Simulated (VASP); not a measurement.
**Ge: single point with PBE-based screened hybrid with 40 % exact exchange**

The system is Ge.

```
Ge
1.0
     5.24058    0.00000    0.00000
     0.00000    5.24058    0.00000
     0.00000    0.00000    2.65536
Ge
3
Direct
  0.00000 0.00000 0.00000
  0.00000 0.50000 0.00000
  0.50000 0.00000 0.00000
```

```yaml
Program: VASP 6.6.1
Task: single point
Functional: PBE-based screened hybrid with 40 % exact exchange
Potentials_or_basis: VASP PAW PBE potentials, release 64 (Ge_d)
Cutoff: 520 eV
k_mesh: 3 × 3 × 5
Occupations: fermi-dirac, width 0.05 eV
Spin: no spin polarisation
```

```yaml
Pressure: -2.7 GPa
Band_gap_on_the_k_mesh: zero (bands 21 and 22 overlap by 2.40 eV)
```

Stress tensor (GPa, compression positive):
```
  2.11   0.00   0.00
  0.00   2.11   0.00
  0.00   0.00 -12.39
```

Levels at points of the mesh, in eV from the Fermi level:
```csv
k point,band 19,band 20,band 21,band 22,band 23,band 24
"(0.00, 0.00, 0.00)",-6.13,-6.13,0.37,0.37,4.38,4.92
```

Run time: 13 min on 1 × NVIDIA H100 80GB with 1 thread of AMD EPYC 7R13 Processor (Zen 3), with other jobs on the host, peak memory 1.2 GiB.

Caveat: the k points lie up to 0.47 Å⁻¹ apart, too coarse for converged energies and pressures of a metal; the PAW data sets were made with another functional, which shifts forces and pressure a little.
